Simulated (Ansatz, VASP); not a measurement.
One calculation of P, two programs

```
P
1.0
     1.64774   -5.46504    0.00000
     1.64774    5.46504    0.00000
     0.00000    0.00000    4.54364
P
4
Direct
  0.90414 0.09586 0.58882
  0.09586 0.90414 0.41118
  0.59586 0.40414 0.08882
  0.40414 0.59586 0.91118
```

Alike in both runs: task single point; functional PBE; k mesh 8 × 8 × 6; occupations gaussian, width 0.013 eV; no spin polarisation.

```csv
,VASP,Ansatz
version,VASP 6.6.1,Ansatz 0.2.0
potentials or method,"VASP PAW PBE potentials, release 64 (P)",Ansatz PAW
plane-wave cutoff (eV),520,420
valence electrons in the cell,20,20
```

|  | VASP | Ansatz | Ansatz less VASP |
| --- | --- | --- | --- |
| gap on the k mesh at the Fermi level (eV) | 0.11 | 0.10 | -0.015 |
| least direct gap on the mesh (eV) | 0.11 | 0.10 | -0.015 |
| pressure (GPa) | 1.7 | 2.0 | +0.33 |
| traceless stress, the component that is largest in VASP (GPa) | 0.20 | 0.22 | +0.019 |
| rms of the force components (eV/Å) | 0.166 | 0.195 | +0.0290 |

Atom by atom the forces differ by 0.031 eV/Å (rms over components).
